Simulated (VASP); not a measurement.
# SiO2 (I4/mmm) in VASP: single point with PBE

Aim: the single point of SiO2 with PBE.

All numbers are computed with VASP 6.6.1; they aren't measurements. Logs are shortened: lines on timing, memory, paths and dates and some standing lists are left out, and cuts for length are marked.

### Step 1. The cell of the first run

Symmetry: I4/mmm, No. 139, tetragonal system. The conventional cell has a = 9.010 Å, b = 9.010 Å, c = 5.273 Å, α = 90.00°, β = 90.00°, γ = 90.00°. Within 2.1 Å of Si (site symmetry m2m) lie 4 O at 1.61 to 1.62 Å. Within 2.2 Å of O (site symmetry m2m) lie 2 Si at 1.62 Å. Within 2.1 Å of O (site symmetry 2/m) lie 2 Si at 1.61 Å.

### Step 2. Single point, PBE

The input, INCAR:

```
ALGO     = Normal         # electronic algorithm
EDIFF    = 1E-7           # SCF threshold, eV
ENCUT    = 520            # plane-wave cutoff, eV
GGA      = PE             # functional
ISIF     = 2              # what is computed and relaxed
ISMEAR   = -1             # smearing method
LASPH    = T              # aspherical terms in the spheres
LCHARG   = F              # write CHGCAR
LREAL    = F              # projectors in reciprocal space
LWAVE    = F              # write WAVECAR
NBANDS   = 44             # bands
NELM     = 60             # most SCF steps
PREC     = Accurate       # precision mode
SIGMA    = 0.05           # smearing width, eV
```

The input, KPOINTS:

```
k-points
0
Gamma
  6 6 6
```

The input, POSCAR:

```
SiO2
1.0
   -4.5049293387      4.5049293387      2.6363486176
    4.5049293387     -4.5049293387      2.6363486176
    4.5049293387      4.5049293387     -2.6363486176
Si O
4 8
Direct
    0.8230725448      0.8230725448      0.6461450895
    0.1769274552      0.8230725448      0.0000000000
    0.8230725448      0.1769274552      0.0000000000
    0.1769274552      0.1769274552      0.3538549105
    0.0000000000      0.7905336014      0.7905336014
    0.2094663986      0.0000000000      0.2094663986
    0.7905336014      0.0000000000      0.7905336014
    0.0000000000      0.2094663986      0.2094663986
    0.0000000000      0.0000000000      0.5000000000
    0.5000000000      0.0000000000      0.0000000000
    0.0000000000      0.5000000000      0.0000000000
    0.5000000000      0.5000000000      0.5000000000
```

Potentials or basis: VASP PAW PBE potentials, release 64 (Si, O).

Launch:

```
$ cat potpaw_PBE.64/Si/POTCAR potpaw_PBE.64/O/POTCAR > POTCAR
$ mpirun -np 1 vasp_std > vasp.out
```

OUTCAR:

```text
EDIFF = 1E-7
   ENCUT = 520
   GGA = PE
   ISIF = 2
   ISMEAR = -1
   LASPH = T
   LREAL = F
   NELM = 60
   PREC = Accurate

 ion  position               nearest neighbor table
   1  0.823  0.823  0.646-   9 1.61  12 1.61   5 1.62   7 1.62
   2  0.177  0.823  0.000-  10 1.61  11 1.61   5 1.62   6 1.62
   3  0.823  0.177  0.000-  10 1.61  11 1.61   7 1.62   8 1.62
   4  0.177  0.177  0.354-   9 1.61  12 1.61   6 1.62   8 1.62
   5  0.000  0.791  0.791-   2 1.62   1 1.62
   6  0.209  0.000  0.209-   2 1.62   4 1.62
   7  0.791  0.000  0.791-   3 1.62   1 1.62
   8  0.000  0.209  0.209-   3 1.62   4 1.62
   9  0.000  0.000  0.500-   1 1.61   4 1.61
  10  0.500  0.000  0.000-   2 1.61   3 1.61
  11  0.000  0.500  0.000-   2 1.61   3 1.61
  12  0.500  0.500  0.500-   1 1.61   4 1.61

  LATTYP: Found a body centered tetragonal cell.
 ALAT       =     9.0098586774
 C/A-ratio  =     0.5852141997

  Lattice vectors:

 A1 = (  -4.5049293387,   4.5049293387,   2.6363486176)
 A2 = (   4.5049293387,  -4.5049293387,   2.6363486176)
 A3 = (   4.5049293387,   4.5049293387,  -2.6363486176)

Analysis of symmetry for initial positions (statically):
=====================================================================
 Subroutine PRICEL returns:
 Original cell was already a primitive cell.

 Routine SETGRP: Setting up the symmetry group for a
 body centered tetragonal supercell.

 Subroutine GETGRP returns: Found 16 space group operations
 (whereof 16 operations were pure point group operations)
 out of a pool of 16 trial point group operations.

The static configuration has the point symmetry D_4h.

Analysis of symmetry for dynamics (positions and initial velocities):
=====================================================================
 Subroutine PRICEL returns:
 Original cell was already a primitive cell.

 Routine SETGRP: Setting up the symmetry group for a
 body centered tetragonal supercell.

 Subroutine GETGRP returns: Found 16 space group operations
 (whereof 16 operations were pure point group operations)
 out of a pool of 16 trial point group operations.

The dynamic configuration has the point symmetry D_4h.

 Subroutine INISYM returns: Found 16 space group operations
 (whereof 16 operations are pure point group operations),
 and found     1 'primitive' translations

[... 125 lines left out ...]
   NELECT =      64.0000    total number of electrons
   NUPDOWN=      -1.0000    fix difference up-down
   EMIN   =  10.00;   EMAX   =-10.00  energy-range for DOS
   EFERMI =   0.00;   METHOD = LEGACY
   ISMEAR =    -1;   SIGMA  =   0.05  broadening in eV -4-tet -1-fermi 0-gaus
   EFERMI_NEDOS =   21; number of points for ismear=-14 and -15
   IALGO  =     38    algorithm
   IMIX   =      4    mixing-type and parameters
     AMIX     =   0.40;   BMIX     =  1.00
     AMIX_MAG =   1.60;   BMIX_MAG =  1.00
  volume/ion in A,a.u.               =      17.83       120.35
  Fermi-wavevector in a.u.,A,eV,Ry     =   1.094767  2.068811 16.306798  1.198516
  Thomas-Fermi vector in A             =   2.231078
   LORBIT       =      0    0 simple, 1 ext, 2 COOP (PROOUT), +10 PAW based schemes
   GGA     = PE    functional components
   LHFCALC =     F    Hartree Fock is set to
   AEXX    =    0.0000 exact exchange contribution
   IVDW    =     0    specifies the selected vdW correction
   LEPSILON=     F    determine dielectric tensor
   LRPA    =     F    only Hartree local field effects (RPA)
 non-spin polarized calculation
  energy-cutoff  :      520.00
  volume of cell :      214.01
 maximum number of plane-waves:      5794
 NGX is ok and might be reduce to    54
   NGX = 25   NGY = 25   NGZ = 25

 number of electron      64.0000017 magnetization

 Free energy of the ion-electron system (eV)
  ---------------------------------------------------
  ext. energy  EPLUGINS =         0.00000000
  ---------------------------------------------------
  free energy    TOTEN  =       -94.86216301 eV

  energy without entropy =      -94.86216301  energy(sigma->0) =      -94.86216301

 E-fermi :  -0.0646     XC(G=0):  -7.2602

 val. band max:       -1.2029666029   @ k =   0.5000   0.5000   0.5000
 cond. band min:       4.1528350132   @ k =   0.0000   0.0000   0.0000
 fundamental gap:      5.3558016161
 Fermi energy:        -0.0645577294

 k-point     1 :       0.0000    0.0000    0.0000
  band No.  band energies     occupation
      1     -20.5594      2.00000
      2     -19.7120      2.00000
      3     -19.2008      2.00000
      4     -19.2008      2.00000
      5     -18.6076      2.00000
      6     -18.5836      2.00000
[... 1117 lines left out ...]
     43       9.6963      0.00000
     44       9.7979      0.00000

 [... further k-points ...]

------------------------ aborting loop because EDIFF is reached ----------------------------------------

  FORCE on cell =-STRESS in cart. coord.  units (eV):
  Direction    XX          YY          ZZ          XY          YZ          ZX
  --------------------------------------------------------------------------------------
  -------------------------------------------------------------------------------------
  Total        0.0504514      0.0504514      0.0174873      0.0000000      0.0000000     -0.0000000
  in kB        0.3776979      0.3776979      0.1309168      0.0000000      0.0000000     -0.0000000
  external PRESSURE =       0.2954375 kB  Pullay stress =       0.0000000 kB

 VOLUME and BASIS-vectors are now :
 -----------------------------------------------------------------------------
  energy-cutoff  :      520.00
  volume of cell :      214.01
      direct lattice vectors                 reciprocal lattice vectors
    -4.504929339  4.504929339  2.636348618     0.000000000  0.110989532  0.189656253
     4.504929339 -4.504929339  2.636348618     0.110989532  0.000000000  0.189656253
     4.504929339  4.504929339 -2.636348618     0.110989532  0.110989532  0.000000000

 POSITION                                       TOTAL-FORCE (eV/Angst)
 -----------------------------------------------------------------------------------
      2.91084      2.91084      2.63635        -0.017964     -0.017964     -0.000000
      2.91084     -2.91084      2.63635        -0.017964      0.017964     -0.000000
     -2.91084      2.91084      2.63635         0.017964     -0.017964      0.000000
      1.59409      1.59409     -0.00000         0.017964      0.017964      0.000000
      7.12260      0.00000      0.00000         0.011717      0.000000      0.000000
      0.00000      1.88726      0.00000         0.000000     -0.011717     -0.000000
      0.00000      7.12260      0.00000         0.000000      0.011717      0.000000
      1.88726      0.00000      0.00000        -0.011717     -0.000000     -0.000000
      2.25246      2.25246     -1.31817         0.000000      0.000000     -0.000000
     -2.25246      2.25246      1.31817         0.000000      0.000000     -0.000000
      2.25246     -2.25246      1.31817         0.000000      0.000000     -0.000000
      2.25246      2.25246      1.31817         0.000000     -0.000000     -0.000000
 -----------------------------------------------------------------------------------
    total drift:                                0.000000      0.000000     -0.000000

  FREE ENERGIE OF THE ION-ELECTRON SYSTEM (eV)
  ---------------------------------------------------
  free  energy   TOTEN  =       -94.8621630077 eV

  energy  without entropy=      -94.8621630077  energy(sigma->0) =      -94.86216301
```

OSZICAR:

```text
N       E                     dE             d eps       ncg     rms          rms(c)
DAV:   1     0.452824768588E+03    0.45282E+03   -0.31526E+04  2640   0.129E+03
DAV:   2    -0.657230678630E+02   -0.51855E+03   -0.49923E+03  3416   0.311E+02
DAV:   3    -0.107736122859E+03   -0.42013E+02   -0.41788E+02  3248   0.946E+01
DAV:   4    -0.108387255114E+03   -0.65113E+00   -0.64986E+00  3288   0.130E+01
DAV:   5    -0.108400376572E+03   -0.13121E-01   -0.13111E-01  3248   0.178E+00    0.294E+01
DAV:   6    -0.949361454886E+02    0.13464E+02   -0.52601E+01  3016   0.328E+01    0.136E+01
DAV:   7    -0.949026895391E+02    0.33456E-01   -0.15393E+00  3264   0.495E+00    0.501E+00
DAV:   8    -0.948607223024E+02    0.41967E-01   -0.78861E-02  3220   0.168E+00    0.193E+00
DAV:   9    -0.948582877115E+02    0.24346E-02   -0.49264E-02  3288   0.122E+00    0.421E-01
DAV:  10    -0.948625525622E+02   -0.42649E-02   -0.56331E-03  2844   0.355E-01    0.142E-01
DAV:  11    -0.948622167088E+02    0.33585E-03   -0.23988E-03  2888   0.252E-01    0.524E-02
DAV:  12    -0.948621820197E+02    0.34689E-04   -0.11877E-04  3292   0.599E-02    0.351E-02
DAV:  13    -0.948621679419E+02    0.14078E-04   -0.79013E-06  2936   0.194E-02    0.142E-02
DAV:  14    -0.948621631872E+02    0.47547E-05   -0.58915E-06  2904   0.129E-02    0.397E-03
DAV:  15    -0.948621630717E+02    0.11545E-06   -0.38831E-07  3008   0.396E-03    0.344E-03
DAV:  16    -0.948621630077E+02    0.64031E-07   -0.26607E-07  2116   0.248E-03
   1 F= -.94862163E+02 E0= -.94862163E+02  d E =-.433510E-10
```

Wall time 11 min (1 thread of Oxide Virtual Turin-like, shared host); peak memory 0.47 GiB.

What came out:

```yaml
Free_energy: -94.8622 eV
Pressure: 0.0 GPa
Largest_force: 0.025 eV/Å
Band_gap_on_the_k_mesh: 5.36 eV, indirect (the least direct gap lies 1.9 meV higher)
```

Forces on the atoms (eV/Å):
```
Si  -0.018 -0.018  0.000
Si  -0.018  0.018  0.000
Si   0.018 -0.018  0.000
Si   0.018  0.018  0.000
O    0.012  0.000  0.000
O    0.000 -0.012  0.000
O    0.000  0.012  0.000
O   -0.012  0.000  0.000
O    0.000  0.000  0.000
O    0.000  0.000  0.000
O    0.000  0.000  0.000
O    0.000  0.000  0.000
```

Levels at points of the mesh, in eV from the valence-band top:
```csv
k point,band 28,band 29,band 30,band 31,band 32,band 33,band 34,band 35,band 36,band 37
"(0.00, 0.00, 0.00)",-1.34,-0.82,-0.65,-0.01,0.00,5.36,8.25,8.40,8.62,9.10
"(0.50, 0.00, 0.00)",-1.10,-1.07,-0.74,-0.57,-0.25,7.51,7.69,8.59,8.70,9.16
"(0.50, 0.50, 0.00)",-0.72,-0.44,-0.38,-0.37,-0.24,6.49,6.89,8.48,8.75,9.26
"(0.50, 0.50, 0.50)",-0.98,-0.98,-0.19,0.00,0.00,7.44,7.44,7.56,8.02,8.59
```
